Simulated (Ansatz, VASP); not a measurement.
# One calculation of Mo, two programs

File INCAR:

```
ALGO     = Normal         # electronic algorithm
EDIFF    = 1E-6           # SCF threshold, eV
ENCUT    = 520            # plane-wave cutoff, eV
GGA      = RE             # functional
ISIF     = 2              # what is computed and relaxed
ISMEAR   = -1             # smearing method
LASPH    = T              # aspherical terms in the spheres
LCHARG   = F              # write CHGCAR
LREAL    = F              # projectors in reciprocal space
LWAVE    = F              # write WAVECAR
NBANDS   = 13             # bands
NELM     = 100            # most SCF steps
PREC     = Accurate       # precision mode
SIGMA    = 0.1            # smearing width, eV
```

The input KPOINTS:

```
k-points
0
Gamma
  14 14 14
```

POSCAR

```
Mo
1.0
    2.5784071332      0.0000000000      0.0000000000
    0.0000000000      2.5784071332      0.0000000000
    0.0000000000      0.0000000000      2.5784071332
Mo
1
Direct
    0.0000000000      0.0000000000      0.0000000000
```

Input for Ansatz:

```yaml
crystal:
  lattice:
    - [2.5784071332, 0.0, 0.0]
    - [0.0, 2.5784071332, 0.0]
    - [0.0, 0.0, 2.5784071332]
  atoms:
    - { symbol: Mo, position: [0.0, 0.0, 0.0] }
hamiltonian:
  xc: revpbe
  pseudopotentials:
    kind: paw
    azcp:
      Mo: "pseudopotentials/Mo.paw.azcp"
basis:
  ecutwfc: 420
  fft_grid_basis: typed
kpoints:
  mp_grid: { grid: [14, 14, 14], shift: [0, 0, 0] }
magnetization:
  spin_polarized: false
scf:
  occupations: { method: fermi_dirac, width: 0.1 }
  lower_state_search: "off"
output:
  stress: true
```

Alike in both runs: task single point; functional revPBE; k mesh 14 × 14 × 14; occupations fermi-dirac, width 0.1 eV; no spin polarisation.

|  | VASP | Ansatz |
| --- | --- | --- |
| version | VASP 6.6.1 | Ansatz 0.2.0 |
| potentials or method | VASP PAW PBE potentials, release 64 (Mo_sv), cutoff 520 eV | plane waves (420 eV) with PAW, scalar-relativistic |
| valence electrons in the cell | 14 | 14 |

VASP gave:

- pressure (GPa): 7.5

**Question.** Which values does Ansatz return?

**Answer.** Pressure (GPa): 7.0.

VASP's potentials were made for PBE, not for revPBE. The functional is the same, so the differences come from potentials, cutoffs and numerics.
